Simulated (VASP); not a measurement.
## Sn: single point with PBE+D3(BJ)

Crystal: Sn.

```
CELL_PARAMETERS angstrom
-1.73668 1.73689 2.14560
1.73668 -1.73689 2.14560
1.73668 1.73689 -2.14560
ATOMIC_POSITIONS crystal
Sn 0.00000 0.00000 0.00000
```

This cell differs from its parent crystal: volume scaled by 0.97, then relaxed in part.

- Program: VASP 6.6.1
- Task: single point
- Functional: PBE
- Dispersion: D3(BJ)
- Potentials or basis: VASP PAW PBE potentials, release 64 (Sn_d)
- Cutoff: 520 eV
- k mesh: 16 × 16 × 16
- Occupations: gaussian, width 0.1 eV
- Spin: no spin polarisation
- Dipole correction: no
- Further INCAR settings: ALGO = Fast; EDIFF = 1e-07; NBANDS = 13

```
Pressure                   : 1.7 GPa
Band gap on the k mesh     : zero (band 7 reaches 16.72 eV, above the bottom of band 8 at 6.35 eV)
Dispersion energy per atom : -0.404 eV
```

Stress tensor (GPa, compression positive):
```
1.70 0.00 0.00
0.00 1.70 0.00
0.00 0.00 1.58
```

Levels at points of the mesh, in eV from the Fermi level:
```tsv
k point	band 5	band 6	band 7	band 8	band 9	band 10
(0.00, 0.00, 0.00)	-21.42	-11.45	8.03	8.32	8.32	10.92
(0.50, 0.00, 0.00)	-21.35	-6.78	-4.83	5.02	6.62	9.63
(0.00, 0.50, 0.00)	-21.35	-6.77	-4.83	5.01	6.62	9.63
(0.50, 0.50, 0.00)	-21.32	-5.46	-4.19	2.49	3.35	6.42
(0.50, 0.50, 0.50)	-21.34	-3.39	-2.80	1.01	1.01	4.35
```

It took 89 s on 1 thread of Intel Xeon 6975P-C (shared host), peak memory 0.31 GiB.

Caveat: spin-orbit coupling is left out, which moves the levels of the heavy elements; pairwise dispersion overbinds metals, which lowers pressure and volume.
